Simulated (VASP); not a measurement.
Runs of VASP 6.6.1 on CrO2. Symmetry: Pnnm, No. 58, orthorhombic system. The conventional cell has a = 4.448 Å, b = 4.529 Å, c = 2.986 Å, α = 90.00°, β = 90.00°, γ = 90.00°. Within 2.5 Å of Cr (site symmetry 2/m) lie 6 O at 1.92 to 1.95 Å. Within 2.6 Å of O (site symmetry m) lie 3 Cr at 1.92 to 1.95 Å and 1 O at 2.52 Å. 

| k mesh | gap on the mesh (eV) | pressure (GPa) | moment (μB) | largest force (eV/Å) |
| --- | --- | --- | --- | --- |
| 3 × 3 × 4 | none | (a) | 4.00 | 0.10 |
| 3 × 2 × 4 | none | -7.6 | 4.00 | 0.12 |
| 4 × 4 × 5 | none | -7.6 | 4.00 | 0.09 |
| 5 × 4 × 7 | none | -7.6 | 4.00 | 0.10 |
| 2 × 2 × 3 | none | -7.4 | 4.00 | 0.14 |

Alike in all rows: task single point; level PBEsol+U; potentials or basis VASP PAW PBE potentials, release 64 (Cr_pv, O); spin collinear, ferromagnetic start; Cr d U = 4.9 eV, J = 0.9 eV; cell as given; cutoff (eV) 600; smearing fermi-dirac 0.15 eV.

Q: Estimate the missing entries.

A: (a) -7.5.

Caveats: some runs use coarse meshes; the PAW data sets were made with another functional, which shifts forces and pressure a little; the run started ferromagnetic, and an antiferromagnetic order may lie lower in energy; the cell stands under tension (at least some runs).

A gap of «none» marks levels without a gap at the run's occupations.
